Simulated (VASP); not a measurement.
# AlN (Fm-3m) in VASP: further runs

Aim: see how the results for AlN move with the level of theory and the settings. Levels: LDA, PBEsol. Tasks: single point.

All numbers are computed with VASP 6.6.1; they aren't measurements. Logs are shortened: lines on timing, memory, paths and dates and some standing lists are left out, and cuts for length are marked.

### 1 The cell of the first run

Symmetry: Fm-3m, No. 225, cubic system. Conventional cell: a = 4.042 Å, b = 4.042 Å, c = 4.042 Å, α = 90.00°, β = 90.00°, γ = 90.00°. Al (site symmetry m-3m) has 6 N at 2.02 Å within 2.7 Å. N (site symmetry m-3m) has 6 Al at 2.02 Å within 2.7 Å.

### 2 Single point, LDA (volume scaled by 0.98)

INCAR

```
SYSTEM = AlN
PREC = Accurate
ENCUT = 520
EDIFF = 1E-6
ISMEAR = -1
SIGMA = 0.05
LREAL = .FALSE.
LASPH = .TRUE.
NELM = 100
ALGO = Normal
ISIF = 2
LWAVE = .FALSE.
LCHARG = .TRUE.
GGA = CA
LELF = .TRUE.
LVHAR = .TRUE.
NBANDS = 11
```

KPOINTS

```
Automatic mesh
0
G
  11 11 11
  0 0 0
```

POSCAR

```
AlN
1.0
    0.0000000000      2.0208631053      2.0208631053
    2.0208631053      0.0000000000      2.0208631053
    2.0208631053      2.0208631053      0.0000000000
Al N
1 1
Direct
    0.5000000000      0.5000000000      0.5000000000
    0.0000000000      0.0000000000      0.0000000000
```

Potentials or basis: VASP PAW LDA potentials, release 64 (Al, N).

Launch:

```bash
cat potpaw_LDA.64/Al/POTCAR potpaw_LDA.64/N/POTCAR > POTCAR
mpirun -np 1 vasp_std > vasp.out
```

OUTCAR:

```text
SYSTEM = AlN
   PREC = Accurate
   ENCUT = 520
   EDIFF = 1E-6
   ISMEAR = -1
   LREAL = .FALSE.
   LASPH = .TRUE.
   NELM = 100
   ISIF = 2
   GGA = CA

 ion  position               nearest neighbor table
   1  0.500  0.500  0.500-   2 2.02   2 2.02   2 2.02   2 2.02   2 2.02   2 2.02
   2  0.000  0.000  0.000-   1 2.02   1 2.02   1 2.02   1 2.02   1 2.02   1 2.02

  LATTYP: Found a face centered cubic cell.
 ALAT       =     4.0417262106

  Lattice vectors:

 A1 = (   0.0000000000,   2.0208631053,   2.0208631053)
 A2 = (   2.0208631053,   0.0000000000,   2.0208631053)
 A3 = (   2.0208631053,   2.0208631053,   0.0000000000)

Analysis of symmetry for initial positions (statically):
=====================================================================
 Subroutine PRICEL returns:
 Original cell was already a primitive cell.

 Routine SETGRP: Setting up the symmetry group for a
 face centered cubic supercell.

 Subroutine GETGRP returns: Found 48 space group operations
 (whereof 48 operations were pure point group operations)
 out of a pool of 48 trial point group operations.

The static configuration has the point symmetry O_h .

Analysis of symmetry for dynamics (positions and initial velocities):
=====================================================================
 Subroutine PRICEL returns:
 Original cell was already a primitive cell.

 Routine SETGRP: Setting up the symmetry group for a
 face centered cubic supercell.

 Subroutine GETGRP returns: Found 48 space group operations
 (whereof 48 operations were pure point group operations)
 out of a pool of 48 trial point group operations.

The dynamic configuration has the point symmetry O_h .

 Subroutine INISYM returns: Found 48 space group operations
 (whereof 48 operations are pure point group operations),
 and found     1 'primitive' translations

----------------------------------------------------------------------------------------

                                     Primitive cell

  volume of cell :      16.5060

  direct lattice vectors                    reciprocal lattice vectors
     0.000000000  2.020863105  2.020863105    -0.247419035  0.247419035  0.247419035
     2.020863105  0.000000000  2.020863105     0.247419035 -0.247419035  0.247419035
     2.020863105  2.020863105  0.000000000     0.247419035  0.247419035 -0.247419035

  length of vectors
     2.857932011  2.857932011  2.857932011     0.428542340  0.428542340  0.428542340

  position of ions in fractional coordinates (direct lattice)
     0.500000000  0.500000000  0.500000000
[... 81 lines left out ...]
   NSW    =      0    number of steps for IOM
   IBRION =     -1    ionic relax: 0-MD 1-quasi-New 2-CG
   NFREE  =      0    steps in history (QN), initial steepest desc. (CG)
   ISIF   =      2    stress and relaxation
   ISYM   =      2    0-nonsym 1-usesym 2-fastsym
   POTIM  = 0.5000    time-step for ionic-motion
   TEBEG  =    0.0;   TEEND  =   0.0 temperature during run
   PSTRESS=    0.0 pullay stress
   NELECT =       8.0000    total number of electrons
   NUPDOWN=      -1.0000    fix difference up-down
   EMIN   =  10.00;   EMAX   =-10.00  energy-range for DOS
   EFERMI =   0.00;   METHOD = LEGACY
   ISMEAR =    -1;   SIGMA  =   0.05  broadening in eV -4-tet -1-fermi 0-gaus
   EFERMI_NEDOS =   21; number of points for ismear=-14 and -15
   IALGO  =     38    algorithm
   IMIX   =      4    mixing-type and parameters
     AMIX     =   0.40;   BMIX     =  1.00
     AMIX_MAG =   1.60;   BMIX_MAG =  1.00
  volume/ion in A,a.u.               =       8.25        55.69
  Fermi-wavevector in a.u.,A,eV,Ry     =   1.285952  2.430096 22.499564  1.653671
  Thomas-Fermi vector in A             =   2.418055
   LORBIT       =      0    0 simple, 1 ext, 2 COOP (PROOUT), +10 PAW based schemes
   GGA     = CA    functional components
   LHFCALC =     F    Hartree Fock is set to
   AEXX    =    0.0000 exact exchange contribution
   IVDW    =     0    specifies the selected vdW correction
   LEPSILON=     F    determine dielectric tensor
   LRPA    =     F    only Hartree local field effects (RPA)
 non-spin polarized calculation
  energy-cutoff  :      520.00
  volume of cell :       16.51
 maximum number of plane-waves:       459
 NGX is ok and might be reduce to    24
   NGX = 11   NGY = 11   NGZ = 11

 number of electron       8.0000000 magnetization

 Free energy of the ion-electron system (eV)
  ---------------------------------------------------
  ext. energy  EPLUGINS =         0.00000000
  ---------------------------------------------------
  free energy    TOTEN  =       -16.22513413 eV

  energy without entropy =      -16.22513413  energy(sigma->0) =      -16.22513413

 E-fermi :  10.7291     XC(G=0): -12.5792

 val. band max:        9.7258226547   @ k =   0.0000   0.0000   0.0000
 cond. band min:      14.3272692944   @ k =   0.4545   0.4545   0.0000
 fundamental gap:      4.6014466397
 Fermi energy:        10.7291233431

 k-point     1 :       0.0000    0.0000    0.0000
  band No.  band energies     occupation
      1      -7.6927      2.00000
      2       9.7258      2.00000
      3       9.7258      2.00000
      4       9.7258      2.00000
      5      15.5141      0.00000
      6      21.7523      0.00000
      7      21.7523      0.00000
      8      21.7523      0.00000
      9      26.9790      0.00000
     10      27.3667      0.00000
     11      27.3667      0.00000
[... 309 lines left out ...]
 k-point    24 :      -0.1818    0.1818    0.0000
  band No.  band energies     occupation
      1      -5.9709      2.00000
      2       5.2619      2.00000
      3       7.2020      2.00000
      4       9.1772      2.00000
      5      18.1945      0.00000
      6      19.5407      0.00000
      7      20.7720      0.00000
      8      22.2007      0.00000
      9      24.1218      0.00000
     10      28.1821      0.00000
     11      29.6350      0.00000

 [... further k-points ...]
[... 5 lines left out ...]
  --------------------------------------------------------------------------------------
  -------------------------------------------------------------------------------------
  Total       -0.5658887     -0.5658887     -0.5658887     -0.0000000     -0.0000000     -0.0000000
  in kB      -54.9288996    -54.9288996    -54.9288996     -0.0000000     -0.0000000     -0.0000000
  external PRESSURE =     -54.9288996 kB  Pullay stress =       0.0000000 kB

 VOLUME and BASIS-vectors are now :
 -----------------------------------------------------------------------------
  energy-cutoff  :      520.00
  volume of cell :       16.51
      direct lattice vectors                 reciprocal lattice vectors
     0.000000000  2.020863105  2.020863105    -0.247419035  0.247419035  0.247419035
     2.020863105  0.000000000  2.020863105     0.247419035 -0.247419035  0.247419035
     2.020863105  2.020863105  0.000000000     0.247419035  0.247419035 -0.247419035

 POSITION                                       TOTAL-FORCE (eV/Angst)
 -----------------------------------------------------------------------------------
      2.02086      2.02086      2.02086         0.000000     -0.000000      0.000000
      0.00000      0.00000      0.00000        -0.000000      0.000000     -0.000000
 -----------------------------------------------------------------------------------
    total drift:                                0.000000     -0.000000     -0.000000

  FREE ENERGIE OF THE ION-ELECTRON SYSTEM (eV)
  ---------------------------------------------------
  free  energy   TOTEN  =       -16.2251341283 eV

  energy  without entropy=      -16.2251341283  energy(sigma->0) =      -16.22513413
```

OSZICAR:

```text
N       E                     dE             d eps       ncg     rms          rms(c)
DAV:   1     0.318184126367E+01    0.31818E+01   -0.38658E+03  1248   0.656E+02
DAV:   2    -0.176267709239E+02   -0.20809E+02   -0.20088E+02  1452   0.113E+02
DAV:   3    -0.180984928492E+02   -0.47172E+00   -0.47086E+00  1505   0.143E+01
DAV:   4    -0.180996854160E+02   -0.11926E-02   -0.11925E-02  1343   0.886E-01
DAV:   5    -0.180996915386E+02   -0.61226E-05   -0.61225E-05  1454   0.638E-02    0.768E+00
DAV:   6    -0.162806390990E+02    0.18191E+01   -0.82538E+00  1322   0.148E+01    0.274E+00
DAV:   7    -0.162447273737E+02    0.35912E-01   -0.12505E-01  1391   0.247E+00    0.171E+00
DAV:   8    -0.162252694039E+02    0.19458E-01   -0.14652E-02  1301   0.110E+00    0.253E-01
DAV:   9    -0.162251322233E+02    0.13718E-03   -0.71137E-04  1418   0.149E-01    0.147E-01
DAV:  10    -0.162251347049E+02   -0.24815E-05   -0.23932E-05  1343   0.363E-02    0.274E-02
DAV:  11    -0.162251341283E+02    0.57657E-06   -0.90391E-07   793   0.709E-03
   1 F= -.16225134E+02 E0= -.16225134E+02  d E =-.208596E-10
```

stdout:

```text
POSCAR found type information on POSCAR AlN
 POSCAR found :  2 types and       2 ions
 scaLAPACK will be used
 LDA part: xc-table for (Slater(with rela. corr.)+CA(PZ))
 , standard interpolation
 POSCAR, INCAR and KPOINTS ok, starting setup
 FFT: planning ... GRIDC
 FFT: planning ... GRID_SOFT
 FFT: planning ... GRID
 WAVECAR not read
 entering main loop
```

Run time: 3.6 s. Hardware: 1 thread of Intel Xeon 6975P-C, shared host; peak memory 0.13 GiB.

What came out:

| Property | Result |
| --- | --- |
| Free energy | -16.2251 eV |
| Pressure | -5.5 GPa |
| Band gap on the k mesh | 4.60 eV, indirect (least direct gap 5.79 eV) |

 A k mesh can miss the band edges.

### 3 Single point, PBEsol (volume scaled by 0.94)

INCAR

```
SYSTEM = AlN
PREC = Accurate ; ENCUT = 520
EDIFF = 1E-6 ; ISMEAR = -1
SIGMA = 0.05 ; LREAL = .FALSE.
LASPH = .TRUE. ; NELM = 60
ALGO = Normal ; ISIF = 2
LWAVE = .FALSE. ; LCHARG = .FALSE.
GGA = PS ; NBANDS = 11
```

KPOINTS is that of step 2.

POSCAR

```
AlN
1.0
    0.0000000000      1.9929855707      1.9929855707
    1.9929855707      0.0000000000      1.9929855707
    1.9929855707      1.9929855707      0.0000000000
Al N
1 1
Direct
    0.5000000000      0.5000000000      0.5000000000
    0.0000000000      0.0000000000      0.0000000000
```

Potentials or basis: VASP PAW PBE potentials, release 64 (Al, N).

Launch:

```bash
cat potpaw_PBE.64/Al/POTCAR potpaw_PBE.64/N/POTCAR > POTCAR
mpirun -np 1 vasp_std > vasp.out
```

Wall time 4 s (1 thread of Intel Xeon 6975P-C, shared host); peak memory 0.14 GiB.

Results (log left out):

* Free energy: -15.4214 eV
* Pressure: 12.6 GPa
* Band gap on the k mesh: 5.10 eV, indirect (least direct gap 6.30 eV)

Levels at points of the mesh, in eV from the valence-band top:
| k point | band 1 | band 2 | band 3 | band 4 | band 5 | band 6 | band 7 | band 8 | band 9 |
| --- | --- | --- | --- | --- | --- | --- | --- | --- | --- |
| (0.00, 0.00, 0.00) | -17.95 | 0.00 | 0.00 | 0.00 | 6.30 | 12.16 | 12.16 | 12.16 | 17.36 |

Caveat: the PAW data sets were made with another functional, which shifts forces and pressure a little. A k mesh can miss the band edges.

### 4 Single point, PBEsol (volume scaled by 0.96)

INCAR

```
ALGO = Normal ; EDIFF = 1E-6
ENCUT = 520 ; GGA = PS
ISIF = 2 ; ISMEAR = -1
LASPH = T ; LCHARG = T
LELF = T ; LREAL = F
LVHAR = T ; LWAVE = F
NBANDS = 11 ; NELM = 80
PREC = Accurate ; SIGMA = 0.05
```

KPOINTS

```
k-points
0
Gamma
  11 11 11
```

POSCAR

```
AlN
1.0
    0.0000000000      2.0070211428      2.0070211428
    2.0070211428      0.0000000000      2.0070211428
    2.0070211428      2.0070211428      0.0000000000
Al N
1 1
Direct
    0.5000000000      0.5000000000      0.5000000000
    0.0000000000      0.0000000000      0.0000000000
```

Launch:

```bash
cat potpaw_PBE.64/Al/POTCAR potpaw_PBE.64/N/POTCAR > POTCAR
mpirun -np 1 vasp_std > vasp.out
```

Run time: 5.2 s. Hardware: 1 thread of Intel Xeon 6975P-C, shared host; peak memory 0.14 GiB.

Results (log left out):

```yaml
Free_energy: -15.4414 eV
Pressure: 6.3 GPa
Band_gap_on_the_k_mesh: 4.90 eV, indirect (least direct gap 5.99 eV)
```

Levels at points of the mesh, in eV from the valence-band top:
| k point | band 2 | band 3 | band 4 | band 5 | band 6 | band 7 |
| --- | --- | --- | --- | --- | --- | --- |
| (0.00, 0.00, 0.00) | 0.00 | 0.00 | 0.00 | 5.99 | 12.09 | 12.09 |

Caveat: the PAW data sets were made with another functional, which shifts forces and pressure a little. A k mesh can miss the band edges.

### 5 Single point, PBEsol (volume scaled by 0.98)

INCAR

```
PREC = Accurate
ENCUT = 520
EDIFF = 1E-7
ISMEAR = -1
SIGMA = 0.05
LREAL = False
LASPH = True
NELM = 80
ALGO = Normal
ISIF = 2
LWAVE = False
LCHARG = False
GGA = PS
NBANDS = 11
```

KPOINTS

```
Automatic mesh
0
Gamma
  11 11 11
```

POSCAR

```
AlN
1.0
    0.0000000000      2.0208631053      2.0208631053
    2.0208631053      0.0000000000      2.0208631053
    2.0208631053      2.0208631053      0.0000000000
Al N
1 1
Direct
    0.5000000000      0.5000000000      0.5000000000
    0.0000000000      0.0000000000      0.0000000000
```

Potentials or basis: VASP PAW PBE potentials, release 64 (Al, N).

Launch:

```bash
cat potpaw_PBE.64/Al/POTCAR potpaw_PBE.64/N/POTCAR > POTCAR
mpirun -np 1 vasp_std > vasp.out
```

OUTCAR:

```text
PREC = Accurate
   ENCUT = 520
   EDIFF = 1E-7
   ISMEAR = -1
   LREAL = False
   LASPH = True
   NELM = 80
   ISIF = 2
   GGA = PS

 ion  position               nearest neighbor table
   1  0.500  0.500  0.500-   2 2.02   2 2.02   2 2.02   2 2.02   2 2.02   2 2.02
   2  0.000  0.000  0.000-   1 2.02   1 2.02   1 2.02   1 2.02   1 2.02   1 2.02

  LATTYP: Found a face centered cubic cell.
 ALAT       =     4.0417262106

  Lattice vectors:

 A1 = (   0.0000000000,   2.0208631053,   2.0208631053)
 A2 = (   2.0208631053,   0.0000000000,   2.0208631053)
 A3 = (   2.0208631053,   2.0208631053,   0.0000000000)

Analysis of symmetry for initial positions (statically):
=====================================================================
 Subroutine PRICEL returns:
 Original cell was already a primitive cell.

 Routine SETGRP: Setting up the symmetry group for a
 face centered cubic supercell.

 Subroutine GETGRP returns: Found 48 space group operations
 (whereof 48 operations were pure point group operations)
 out of a pool of 48 trial point group operations.

The static configuration has the point symmetry O_h .

Analysis of symmetry for dynamics (positions and initial velocities):
[... 165 lines left out ...]

 k-point     1 :       0.0000    0.0000    0.0000
  band No.  band energies     occupation
      1      -7.6593      2.00000
      2       9.9014      2.00000
      3       9.9014      2.00000
      4       9.9014      2.00000
      5      15.5878      0.00000
      6      21.9311      0.00000
      7      21.9311      0.00000
      8      21.9311      0.00000
      9      27.0132      0.00000
     10      27.5980      0.00000
     11      27.5980      0.00000
[... 309 lines left out ...]
 k-point    24 :      -0.1818    0.1818    0.0000
  band No.  band energies     occupation
      1      -5.9481      2.00000
      2       5.3912      2.00000
      3       7.3637      2.00000
      4       9.3448      2.00000
      5      18.3300      0.00000
      6      19.6946      0.00000
      7      21.0662      0.00000
      8      22.5131      0.00000
      9      24.3059      0.00000
     10      28.4317      0.00000
     11      30.0098      0.00000

 [... further k-points ...]
[... 5 lines left out ...]
  --------------------------------------------------------------------------------------
  -------------------------------------------------------------------------------------
  Total        0.0616951      0.0616951      0.0616951     -0.0000000     -0.0000000     -0.0000000
  in kB        5.9885378      5.9885378      5.9885378     -0.0000000     -0.0000000     -0.0000000
  external PRESSURE =       5.9885378 kB  Pullay stress =       0.0000000 kB

 VOLUME and BASIS-vectors are now :
 -----------------------------------------------------------------------------
  energy-cutoff  :      520.00
  volume of cell :       16.51
      direct lattice vectors                 reciprocal lattice vectors
     0.000000000  2.020863105  2.020863105    -0.247419035  0.247419035  0.247419035
     2.020863105  0.000000000  2.020863105     0.247419035 -0.247419035  0.247419035
     2.020863105  2.020863105  0.000000000     0.247419035  0.247419035 -0.247419035

 POSITION                                       TOTAL-FORCE (eV/Angst)
 -----------------------------------------------------------------------------------
      2.02086      2.02086      2.02086        -0.000000     -0.000000     -0.000000
      0.00000      0.00000      0.00000         0.000000      0.000000      0.000000
 -----------------------------------------------------------------------------------
    total drift:                                0.000000     -0.000000     -0.000000

  FREE ENERGIE OF THE ION-ELECTRON SYSTEM (eV)
  ---------------------------------------------------
  free  energy   TOTEN  =       -15.4488327551 eV

  energy  without entropy=      -15.4488327551  energy(sigma->0) =      -15.44883276
```

stdout:

```text
POSCAR found type information on POSCAR AlN
 POSCAR found :  2 types and       2 ions
 scaLAPACK will be used
 -----------------------------------------------------------------------------
|                                                                             |
|                                                                             |
|     You enforced a specific xc type in the INCAR file but a different       |
|     I HOPE YOU KNOW WHAT YOU ARE DOING!                                     |
|                                                                             |
 -----------------------------------------------------------------------------

 LDA part: xc-table for (Slater+PW92), standard interpolation
 POSCAR, INCAR and KPOINTS ok, starting setup
 FFT: planning ... GRIDC
 FFT: planning ... GRID_SOFT
 FFT: planning ... GRID
 WAVECAR not read
 entering main loop
```

It took 4.4 s on 1 thread of Intel Xeon 6975P-C, shared host; peak memory 0.14 GiB.

What came out:

```yaml
Free_energy: -15.4488 eV
Pressure: 0.6 GPa
Band_gap_on_the_k_mesh: 4.70 eV, indirect (least direct gap 5.69 eV)
```

Levels at points of the mesh, in eV from the valence-band top:
```csv
k point,band 2,band 3,band 4,band 5,band 6,band 7
"(0.00, 0.00, 0.00)",0.00,0.00,0.00,5.69,12.03,12.03
```

Caveat: the PAW data sets were made with another functional, which shifts forces and pressure a little. A k mesh can miss the band edges.

### 6 Summary

```csv
level,potentials or basis,cell,gap on the mesh (eV),pressure (GPa)
LDA,"VASP PAW LDA potentials, release 64 (Al, N)","a = 2.858 Å, angles 60.0°, 2 atoms",4.60,-5.5
PBEsol,"VASP PAW PBE potentials, release 64 (Al, N)","a = 2.819 Å, angles 60.0°, 2 atoms",5.10,12.6
PBEsol,"VASP PAW PBE potentials, release 64 (Al, N)","a = 2.838 Å, angles 60.0°, 2 atoms",4.90,6.3
PBEsol,"VASP PAW PBE potentials, release 64 (Al, N)","a = 2.858 Å, angles 60.0°, 2 atoms",4.70,0.6
```

Alike in all rows: task single point; no spin polarisation; k mesh 11 × 11 × 11; cutoff (eV) 520; smearing fermi-dirac 0.05 eV.

Caveats: the PAW data sets were made with another functional, which shifts forces and pressure a little (some runs).

Absolute energies hang on the potentials; compare differences alone.
